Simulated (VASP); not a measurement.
# C (Fd-3m) in VASP: notebook

The runs below take C through relaxation of cell and atoms, single point, with LDA.

All numbers are computed with VASP 6.6.1; they aren't measurements. Logs are shortened: lines on timing, memory, paths and dates and some standing lists are left out, and cuts for length are marked.

### 1 The cell of the first run

Symmetry: Fd-3m, No. 227, cubic system. The conventional cell has a = 3.532 Å, b = 3.532 Å, c = 3.532 Å, α = 90.00°, β = 90.00°, γ = 90.00°. C (site symmetry -43m) has 4 C at 1.53 Å within 2.0 Å.

### 2 Relaxation of cell and atoms, LDA

File INCAR:

```
  PREC = Accurate
  ENCUT = 600
  EDIFF = 1E-6
  ISMEAR = 0
  SIGMA = 0.02
  LREAL = False
  LASPH = True
  NELM = 80
  ALGO = Normal
  ISIF = 3
  LWAVE = False
  LCHARG = False
  IBRION = 2
  NSW = 100
  EDIFFG = -0.005
```

File KPOINTS:

```
regular mesh
0
Gamma
  12 12 12
```

File POSCAR:

```
C
1.0
    0.0000000000      1.7660493900      1.7660493900
    1.7660493900      0.0000000000      1.7660493900
    1.7660493900      1.7660493900      0.0000000000
C
2
Direct
    0.5000000000      0.5000000000      0.5000000000
    0.7500000000      0.7500000000      0.7500000000
```

Potentials or basis: VASP PAW LDA potentials, release 64 (C).

On the command line:

```
$ cat potpaw_LDA.64/C/POTCAR > POTCAR
$ mpirun -np 1 vasp_std > vasp.out
```

OUTCAR:

```text
PREC = Accurate
   ENCUT = 600
   EDIFF = 1E-6
   ISMEAR = 0
   LREAL = False
   LASPH = True
   NELM = 80
   ISIF = 3
   IBRION = 2
   NSW = 100
   EDIFFG = -0.005

 ion  position               nearest neighbor table
   1  0.500  0.500  0.500-   2 1.53   2 1.53   2 1.53   2 1.53
   2  0.750  0.750  0.750-   1 1.53   1 1.53   1 1.53   1 1.53

  LATTYP: Found a face centered cubic cell.
 ALAT       =     3.5320987800

  Lattice vectors:

 A1 = (   0.0000000000,   1.7660493900,   1.7660493900)
 A2 = (   1.7660493900,   0.0000000000,   1.7660493900)
 A3 = (   1.7660493900,   1.7660493900,   0.0000000000)

Analysis of symmetry for initial positions (statically):
=====================================================================
 Subroutine PRICEL returns:
 Original cell was already a primitive cell.

 Routine SETGRP: Setting up the symmetry group for a
 face centered cubic supercell.

 Subroutine GETGRP returns: Found 48 space group operations
 (whereof 24 operations were pure point group operations)
 out of a pool of 48 trial point group operations.

The static configuration has the point symmetry T_d .
 The point group associated with its full space group is O_h .

Analysis of symmetry for dynamics (positions and initial velocities):
=====================================================================
 Subroutine PRICEL returns:
 Original cell was already a primitive cell.

 Routine SETGRP: Setting up the symmetry group for a
 face centered cubic supercell.

 Subroutine GETGRP returns: Found 48 space group operations
 (whereof 24 operations were pure point group operations)
 out of a pool of 48 trial point group operations.

The dynamic configuration has the point symmetry T_d .
 The point group associated with its full space group is O_h .

 Subroutine INISYM returns: Found 48 space group operations
 (whereof 24 operations are pure point group operations),
 and found     1 'primitive' translations

----------------------------------------------------------------------------------------

                                     Primitive cell

  volume of cell :      11.0164

  direct lattice vectors                    reciprocal lattice vectors
     0.000000000  1.766049390  1.766049390    -0.283117790  0.283117790  0.283117790
     1.766049390  0.000000000  1.766049390     0.283117790 -0.283117790  0.283117790
     1.766049390  1.766049390  0.000000000     0.283117790  0.283117790 -0.283117790

  length of vectors
     2.497570999  2.497570999  2.497570999     0.490374396  0.490374396  0.490374396

  position of ions in fractional coordinates (direct lattice)
     0.500000000  0.500000000  0.500000000
     0.750000000  0.750000000  0.750000000

  ion indices of the primitive-cell ions
   primitive index   ion index
                 1           1
                 2           2

----------------------------------------------------------------------------------------

 KPOINTS: regular mesh

Automatic generation of k-mesh.
 Grid dimensions read from file:
 generate k-points for:   12   12   12

 Generating k-lattice:

  Cartesian coordinates                     Fractional coordinates (reciprocal lattice)
    -0.023593149  0.023593149  0.023593149     0.083333333  0.000000000  0.000000000
     0.023593149 -0.023593149  0.023593149     0.000000000  0.083333333  0.000000000
     0.023593149  0.023593149 -0.023593149     0.000000000  0.000000000  0.083333333

  Length of vectors
     0.040864533  0.040864533  0.040864533

  Shift w.r.t. Gamma in fractional coordinates (k-lattice)
     0.000000000  0.000000000  0.000000000

 Subroutine IBZKPT returns following result:
 ===========================================

 Found     72 irreducible k-points:

 Following reciprocal coordinates:
            Coordinates               Weight
  0.000000  0.000000  0.000000      1.000000
  0.083333  0.000000  0.000000      8.000000
  0.166667  0.000000  0.000000      8.000000
  0.250000  0.000000  0.000000      8.000000
  0.333333  0.000000  0.000000      8.000000
  0.416667  0.000000  0.000000      8.000000
[... 16 lines left out ...]
  0.500000  0.166667  0.000000     24.000000
 -0.416667  0.166667  0.000000     24.000000
 [... further k-points ...]
   k-points           NKPTS =     72   k-points in BZ     NKDIM =     72   number of bands    NBANDS=      8
   number of dos      NEDOS =    301   number of ions     NIONS =      2
   total plane-waves  NPLWV =   8000
   dimension x,y,z NGX =    20 NGY =   20 NGZ =   20
   dimension x,y,z NGXF=    40 NGYF=   40 NGZF=   40
   ions per type =               2
   NGX,Y,Z   is equivalent  to a cutoff of  13.31, 13.31, 13.31 a.u.
   NGXF,Y,Z  is equivalent  to a cutoff of  26.63, 26.63, 26.63 a.u.
 SYSTEM =  unknown system
   PREC   = accura    normal or accurate (medium, high low for compatibility)
   ISTART =      0    job   : 0-new  1-cont  2-samecut
   ICHARG =      2    charge: 1-file 2-atom 10-const
   ISPIN  =      1    spin polarized calculation?
   LNONCOLLINEAR =      F non collinear calculations
   LSORBIT =      F    spin-orbit coupling
   LASPH  =      T    aspherical Exc in radial PAW
   ENCUT  =  600.0 eV  44.10 Ry    6.64 a.u.   4.99  4.99  4.99*2*pi/ulx,y,z
   NELM   =     80;   NELMIN=  2; NELMDL= -5     # of ELM steps
   EDIFF  = 0.1E-05   stopping-criterion for ELM
   LREAL  =      F    real-space projection
   EDIFFG = -.5E-02   stopping-criterion for IOM
   NSW    =    100    number of steps for IOM
   IBRION =      2    ionic relax: 0-MD 1-quasi-New 2-CG
   NFREE  =      1    steps in history (QN), initial steepest desc. (CG)
   ISIF   =      3    stress and relaxation
   ISYM   =      2    0-nonsym 1-usesym 2-fastsym
   POTIM  = 0.5000    time-step for ionic-motion
   TEBEG  =    0.0;   TEEND  =   0.0 temperature during run
   PSTRESS=    0.0 pullay stress
   NELECT =       8.0000    total number of electrons
   NUPDOWN=      -1.0000    fix difference up-down
   EMIN   =  10.00;   EMAX   =-10.00  energy-range for DOS
   EFERMI =   0.00;   METHOD = LEGACY
   ISMEAR =     0;   SIGMA  =   0.02  broadening in eV -4-tet -1-fermi 0-gaus
   EFERMI_NEDOS =   21; number of points for ismear=-14 and -15
   IALGO  =     38    algorithm
   IMIX   =      4    mixing-type and parameters
     AMIX     =   0.40;   BMIX     =  1.00
     AMIX_MAG =   1.60;   BMIX_MAG =  1.00
  volume/ion in A,a.u.               =       5.51        37.17
  Fermi-wavevector in a.u.,A,eV,Ry     =   1.471495  2.780721 29.460642  2.165296
  Thomas-Fermi vector in A             =   2.586624
   LORBIT       =      0    0 simple, 1 ext, 2 COOP (PROOUT), +10 PAW based schemes
   GGA     = CA    functional components
   LHFCALC =     F    Hartree Fock is set to
   AEXX    =    0.0000 exact exchange contribution
   IVDW    =     0    specifies the selected vdW correction
   LEPSILON=     F    determine dielectric tensor
   LRPA    =     F    only Hartree local field effects (RPA)
 conjugate gradient relaxation of ions
 non-spin polarized calculation
 Gauss-broadening in eV      SIGMA  =   0.02
  energy-cutoff  :      600.00
  volume of cell :       11.02
 maximum number of plane-waves:       380
   NGX =  9   NGY =  9   NGZ =  9

--------------------------------------- Ionic step        1  -------------------------------------------

 number of electron       7.9999998 magnetization

 Free energy of the ion-electron system (eV)
  ---------------------------------------------------
  ext. energy  EPLUGINS =         0.00000000
  ---------------------------------------------------
  free energy    TOTEN  =       -20.25208817 eV

  energy without entropy =      -20.25208817  energy(sigma->0) =      -20.25208817

------------------------ aborting loop because EDIFF is reached ----------------------------------------

  FORCE on cell =-STRESS in cart. coord.  units (eV):
  Direction    XX          YY          ZZ          XY          YZ          ZX
  --------------------------------------------------------------------------------------
  -------------------------------------------------------------------------------------
  Total        0.0474391      0.0474391      0.0474391      0.0000000      0.0000000      0.0000000
  in kB        6.8993507      6.8993507      6.8993507      0.0000000      0.0000000      0.0000000
  external PRESSURE =       6.8993507 kB  Pullay stress =       0.0000000 kB
[... 57 lines left out ...]
  energy  without entropy=      -20.2520627461  energy(sigma->0) =      -20.25206275

--------------------------------------- Ionic step        3  -------------------------------------------

 number of electron       7.9999998 magnetization

 Free energy of the ion-electron system (eV)
  ---------------------------------------------------
  ext. energy  EPLUGINS =         0.00000000
  ---------------------------------------------------
  free energy    TOTEN  =       -20.25212337 eV

  energy without entropy =      -20.25212337  energy(sigma->0) =      -20.25212337

 E-fermi :  10.2343     XC(G=0): -13.6345

 val. band max:       10.1328949281   @ k =   0.0000   0.0000   0.0000
 cond. band min:      14.3258454678   @ k =   0.3333   0.3333   0.0000
 fundamental gap:      4.1929505397
 Fermi energy:        10.2343370042

 k-point     1 :       0.0000    0.0000    0.0000
  band No.  band energies     occupation
      1     -11.5589      2.00000
      2      10.1329      2.00000
      3      10.1329      2.00000
      4      10.1329      2.00000
      5      15.7541      0.00000
      6      15.7541      0.00000
      7      15.7541      0.00000
      8      24.3291      0.00000
[... 243 lines left out ...]
 k-point    24 :      -0.4167    0.1667    0.0000
  band No.  band energies     occupation
      1      -5.1745      2.00000
      2      -2.6334      2.00000
      3       4.5852      2.00000
      4       6.4586      2.00000
      5      17.7221      0.00000
      6      20.4590      0.00000
      7      21.7557      0.00000
      8      25.7090      0.00000

 [... further k-points ...]
[... 5 lines left out ...]
  --------------------------------------------------------------------------------------
  -------------------------------------------------------------------------------------
  Total        0.0002742      0.0002742      0.0002742      0.0000000      0.0000000      0.0000000
  in kB        0.0398215      0.0398215      0.0398215      0.0000000      0.0000000      0.0000000
  external PRESSURE =       0.0398215 kB  Pullay stress =       0.0000000 kB
[... 17 lines left out ...]
  FREE ENERGIE OF THE ION-ELECTRON SYSTEM (eV)
  ---------------------------------------------------
  free  energy   TOTEN  =       -20.2521233726 eV

  energy  without entropy=      -20.2521233726  energy(sigma->0) =      -20.25212337

 reached required accuracy - stopping structural energy minimisation
```

It took 7.2 s on 1 thread of Intel Xeon Platinum 8488C (Sapphire Rapids), shared host; peak memory 0.11 GiB.

Results:

- Free energy: -20.2521 eV
- Relaxed volume: 5.52 Å³/atom
- Relaxed cell: a = 2.499 Å, b = 2.499 Å, c = 2.499 Å, α = 60.00°, β = 60.00°, γ = 60.00°
- Space group after relaxing (to 0.05 Å): Fd-3m (No. 227)
- Energy gained by relaxing: 0.0 meV/atom
- Ionic steps: 3
- Pressure after relaxing: 0.0 GPa
- Band gap on the k mesh: 4.19 eV, indirect (least direct gap 5.62 eV)

Final structure:
```xyz
2
Lattice="0.0000 1.7669 1.7669 1.7669 0.0000 1.7669 1.7669 1.7669 0.0000" Properties=species:S:1:pos:R:3 pbc="T T T"
C     1.7669    1.7669    1.7669
C     2.6504    2.6504    2.6504
```

Levels at points of the mesh, in eV from the valence-band top:
| k point | band 2 | band 3 | band 4 | band 5 | band 6 | band 7 |
| --- | --- | --- | --- | --- | --- | --- |
| (0.00, 0.00, 0.00) | 0.00 | 0.00 | 0.00 | 5.62 | 5.62 | 5.62 |
| (0.50, 0.00, 0.00) | -13.67 | -2.86 | -2.86 | 8.50 | 8.50 | 9.40 |
| (0.50, 0.50, 0.00) | -12.81 | -6.46 | -6.46 | 4.77 | 4.77 | 17.05 |

A k mesh can miss the band edges. As with any semilocal functional, this LDA gap is likely too small.

### 3 Single point, LDA

File INCAR:

```
SYSTEM = C
PREC = Accurate ; ENCUT = 910
EDIFF = 1E-6 ; ISMEAR = 0
SIGMA = 0.02 ; LREAL = .False.
LASPH = .True. ; NELM = 120
ALGO = Normal ; ISIF = 2
LWAVE = .False. ; LCHARG = .False.
GGA = CA ; NBANDS = 11
GGA_COMPAT = .False.
```

File KPOINTS:

```
Automatic mesh
0
Gamma
  12 12 12
  0 0 0
```

File POSCAR:

```
C
1.0
    0.0000000000      1.7658687227      1.7658687227
    1.7658687227      0.0000000000      1.7658687227
    1.7658687227      1.7658687227      0.0000000000
C
2
Direct
    0.5000000000      0.5000000000      0.5000000000
    0.7500000000      0.7500000000      0.7500000000
```

Potentials or basis: VASP PAW LDA potentials, release 64 (C_h).

On the command line:

```
$ cat potpaw_LDA.64/C_h/POTCAR > POTCAR
$ mpirun -np 1 vasp_std > vasp.out
```

OUTCAR:

```text
SYSTEM = C
   PREC = Accurate
   ENCUT = 910
   EDIFF = 1E-6
   ISMEAR = 0
   LREAL = .False.
   LASPH = .True.
   NELM = 120
   ISIF = 2
   GGA = CA

 ion  position               nearest neighbor table
   1  0.500  0.500  0.500-
   2  0.750  0.750  0.750-

  LATTYP: Found a face centered cubic cell.
 ALAT       =     3.5317374454

  Lattice vectors:

 A1 = (   0.0000000000,   1.7658687227,   1.7658687227)
 A2 = (   1.7658687227,   0.0000000000,   1.7658687227)
[... 514 lines left out ...]
      5      18.9362      0.00000
      6      21.6769      0.00000
      7      22.9842      0.00000
      8      26.9347      0.00000
      9      30.8397      0.00000
     10      35.7277      0.00000
     11      36.1501      0.00000

 [... further k-points ...]
[... 5 lines left out ...]
  --------------------------------------------------------------------------------------
  -------------------------------------------------------------------------------------
  Total        0.0449928      0.0449928      0.0449928      0.0000000      0.0000000      0.0000000
  in kB        6.5455885      6.5455885      6.5455885      0.0000000      0.0000000      0.0000000
  external PRESSURE =       6.5455885 kB  Pullay stress =       0.0000000 kB

 VOLUME and BASIS-vectors are now :
 -----------------------------------------------------------------------------
  energy-cutoff  :      910.00
  volume of cell :       11.01
      direct lattice vectors                 reciprocal lattice vectors
     0.000000000  1.765868723  1.765868723    -0.283146756  0.283146756  0.283146756
     1.765868723  0.000000000  1.765868723     0.283146756 -0.283146756  0.283146756
     1.765868723  1.765868723  0.000000000     0.283146756  0.283146756 -0.283146756

 POSITION                                       TOTAL-FORCE (eV/Angst)
 -----------------------------------------------------------------------------------
      1.76587      1.76587      1.76587         0.000000      0.000000      0.000000
      2.64880      2.64880      2.64880        -0.000000     -0.000000     -0.000000
 -----------------------------------------------------------------------------------
    total drift:                                0.000000      0.000000     -0.000000

  FREE ENERGIE OF THE ION-ELECTRON SYSTEM (eV)
  ---------------------------------------------------
  free  energy   TOTEN  =       -20.2667653548 eV

  energy  without entropy=      -20.2667653548  energy(sigma->0) =      -20.26676535
```

It took 15 s on 1 thread of Intel Xeon Platinum 8488C (Sapphire Rapids), shared host; peak memory 0.14 GiB.

What came out:

* Free energy: -20.2668 eV
* Pressure: 0.7 GPa
* Band gap on the k mesh: 4.20 eV, indirect (least direct gap 5.63 eV)

Levels at points of the mesh, in eV from the valence-band top:
```csv
k point,band 1,band 2,band 3,band 4,band 5,band 6,band 7,band 8
"(0.00, 0.00, 0.00)",-21.72,0.00,0.00,0.00,5.63,5.63,5.63,14.23
"(0.50, 0.00, 0.00)",-15.71,-13.69,-2.87,-2.87,8.51,8.51,9.42,15.67
"(0.50, 0.50, 0.00)",-12.82,-12.82,-6.47,-6.47,4.77,4.77,17.07,17.07
```

Caveat: the cutoff is under 1.25 times the usual one of these potentials, so pressure, stress and relaxed cells hold a basis-set (Pulay) error.

### 4 Single point, LDA

File INCAR:

```
  ALGO = Normal
  EDIFF = 1E-6
  ENCUT = 600
  GGA_COMPAT = F
  ISIF = 2
  ISMEAR = 0
  LASPH = T
  LCHARG = F
  LREAL = F
  LWAVE = F
  NBANDS = 11
  NELM = 120
  PREC = Accurate
  SIGMA = 0.1
```

File KPOINTS:

```
k-points
0
Gamma
  10 10 10
```

File POSCAR:

```
C
1.0
    0.0000000000      1.7660493904      1.7660493904
    1.7660493904      0.0000000000      1.7660493904
    1.7660493904      1.7660493904      0.0000000000
C
2
Direct
    0.5000000000      0.5000000000      0.5000000000
    0.7500000000      0.7500000000      0.7500000000
```

Potentials or basis: VASP PAW LDA potentials, release 64 (C).

On the command line:

```
$ cat potpaw_LDA.64/C/POTCAR > POTCAR
$ mpirun -np 1 vasp_std > vasp.out
```

OUTCAR:

```text
EDIFF = 1E-6
   ENCUT = 600
   ISIF = 2
   ISMEAR = 0
   LASPH = T
   LREAL = F
   NELM = 120
   PREC = Accurate

 ion  position               nearest neighbor table
   1  0.500  0.500  0.500-   2 1.53   2 1.53   2 1.53   2 1.53
   2  0.750  0.750  0.750-   1 1.53   1 1.53   1 1.53   1 1.53

  LATTYP: Found a face centered cubic cell.
 ALAT       =     3.5320987808

  Lattice vectors:

 A1 = (   0.0000000000,   1.7660493904,   1.7660493904)
 A2 = (   1.7660493904,   0.0000000000,   1.7660493904)
 A3 = (   1.7660493904,   1.7660493904,   0.0000000000)
[... 513 lines left out ...]
      6      18.2022      0.00000
      7      24.4422      0.00000
      8      24.5492      0.00000
      9      32.3011      0.00000
     10      33.1376      0.00000
     11      41.2922      0.00000

 [... further k-points ...]
[... 5 lines left out ...]
  --------------------------------------------------------------------------------------
  -------------------------------------------------------------------------------------
  Total        0.0476353      0.0476353      0.0476353     -0.0000000      0.0000000     -0.0000000
  in kB        6.9278823      6.9278823      6.9278823     -0.0000000      0.0000000     -0.0000000
  external PRESSURE =       6.9278823 kB  Pullay stress =       0.0000000 kB

 VOLUME and BASIS-vectors are now :
 -----------------------------------------------------------------------------
  energy-cutoff  :      600.00
  volume of cell :       11.02
      direct lattice vectors                 reciprocal lattice vectors
     0.000000000  1.766049390  1.766049390    -0.283117790  0.283117790  0.283117790
     1.766049390  0.000000000  1.766049390     0.283117790 -0.283117790  0.283117790
     1.766049390  1.766049390  0.000000000     0.283117790  0.283117790 -0.283117790

 POSITION                                       TOTAL-FORCE (eV/Angst)
 -----------------------------------------------------------------------------------
      1.76605      1.76605      1.76605         0.000000      0.000000      0.000000
      2.64907      2.64907      2.64907        -0.000000     -0.000000     -0.000000
 -----------------------------------------------------------------------------------
    total drift:                                0.000000     -0.000000      0.000000

  FREE ENERGIE OF THE ION-ELECTRON SYSTEM (eV)
  ---------------------------------------------------
  free  energy   TOTEN  =       -20.2519654910 eV

  energy  without entropy=      -20.2519654910  energy(sigma->0) =      -20.25196549
```

Wall time 12 s (1 thread of Intel Xeon 8259CL, shared host); peak memory 0.11 GiB.

Results:

```yaml
Free_energy: -20.2520 eV
Pressure: 0.7 GPa
Band_gap_on_the_k_mesh: 4.20 eV, indirect (least direct gap 5.63 eV)
```

Levels at points of the mesh, in eV from the valence-band top:
```
           k point  band 1  band 2  band 3  band 4  band 5  band 6  band 7  band 8  band 9
(0.00, 0.00, 0.00)  -21.71    0.00    0.00    0.00    5.63    5.63    5.63   14.23   19.39
(0.50, 0.00, 0.00)  -15.70  -13.69   -2.86   -2.86    8.51    8.51    9.42   15.67   21.95
(0.50, 0.50, 0.00)  -12.82  -12.82   -6.47   -6.47    4.77    4.77   17.07   17.07   23.47
```

A k mesh can miss the band edges.

### 5 Overview

```tsv
task	potentials or basis	cell	k mesh	cutoff (eV)	smearing	second run	gap on the mesh (eV)	pressure (GPa)
relaxation of cell and atoms	VASP PAW LDA potentials, release 64 (C)	relaxed from a = 2.498 Å, angles 60.0°, 2 atoms	12 × 12 × 12	600	gaussian 0.02 eV	-	4.19	0.0
single point	VASP PAW LDA potentials, release 64 (C_h)	a = 2.497 Å, angles 60.0°, 2 atoms	12 × 12 × 12	910	gaussian 0.02 eV	hard_potentials	4.20	0.7
single point	VASP PAW LDA potentials, release 64 (C)	a = 2.498 Å, angles 60.0°, 2 atoms	10 × 10 × 10	600	gaussian 0.1 eV	-	4.20	0.7
```

Alike in all rows: level LDA; no spin polarisation.

Caveats: the cutoff is under 1.25 times the usual one of these potentials, so pressure, stress and relaxed cells hold a basis-set (Pulay) error (some runs).

Absolute energies hang on the potentials; compare differences alone.
